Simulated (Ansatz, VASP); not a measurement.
**One calculation of NaF, two programs**

Contents of INCAR:

```
SYSTEM = NaF
PREC     = Accurate       ! precision mode
ENCUT    = 600            ! plane-wave cutoff, eV
EDIFF    = 1E-7           ! SCF threshold, eV
ISMEAR   = 0              ! smearing method
SIGMA    = 0.01           ! smearing width, eV
LREAL    = .False.        ! projectors in reciprocal space
LASPH    = .True.         ! aspherical terms in the spheres
NELM     = 120            ! most SCF steps
ALGO     = Normal         ! electronic algorithm
ISIF     = 3              ! what is computed and relaxed
LWAVE    = .False.        ! write WAVECAR
LCHARG   = .False.        ! write CHGCAR
GGA      = PE             ! functional
IBRION   = 2              ! ionic algorithm
NSW      = 80             ! ionic steps
EDIFFG   = -0.001         ! ionic threshold
GGA_COMPAT= .False.      
NELMIN   = 4
```

Contents of KPOINTS:

```
Automatic mesh
0
Gamma
  8 8 8
  0 0 0
```

The input POSCAR:

```
NaF
1.0
    0.0000000000      2.3504971257      2.3504971257
    2.3504971257      0.0000000000      2.3504971257
    2.3504971257      2.3504971257      0.0000000000
Na F
1 1
Direct
    0.5000000000      0.5000000000      0.5000000000
    0.0000000000      0.0000000000      0.0000000000
```

Input for Ansatz:

```yaml
crystal:
  lattice:
    - [0.0, 2.3504971257, 2.3504971257]
    - [2.3504971257, 0.0, 2.3504971257]
    - [2.3504971257, 2.3504971257, 0.0]
  atoms:
    - { symbol: Na, position: [0.5, 0.5, 0.5] }
    - { symbol: F, position: [0.0, 0.0, 0.0] }
basis:
  ecutwfc: 420
kpoints:
  mp_grid: { grid: [8, 8, 8] }
hamiltonian:
  xc: pbe
scf:
  occupations: { method: fixed }
output:
  forces: true
  stress: true
  eigenvalues: true
relax:
  adjacent_minimum: "off"
  f_tol: 0.001
  max_steps: 60
  cell: { stress_tol: 0.01 }
```

Alike in both runs: task relaxation of cell and atoms; functional PBE; k mesh 8 × 8 × 8; no spin polarisation.

|  | VASP | Ansatz |
| --- | --- | --- |
| version | VASP 6.6.1 | Ansatz 0.2.0 |
| potentials or method | VASP PAW PBE potentials, release 64 (Na_pv, F), cutoff 600 eV | scalar-relativistic, plane waves, PAW |
| occupations | gaussian, width 0.01 eV | fixed |
| valence electrons in the cell | 14 | 16 |

|  | VASP | Ansatz | Ansatz less VASP |
| --- | --- | --- | --- |
| gap on the k mesh at the Fermi level, each at its own relaxed structure (eV) | 6.10 | 6.09 | -0.013 |
| relaxed volume (Å³/atom) | 12.92 | 12.99 | +0.064 |
| relaxed cell length with the largest relative difference (Å) | 3.319 | 3.324 | +0.0055 |

VASP's potentials hold 14 valence electrons a cell and Ansatz's 16, so a difference there can come from the potentials and not from the codes.
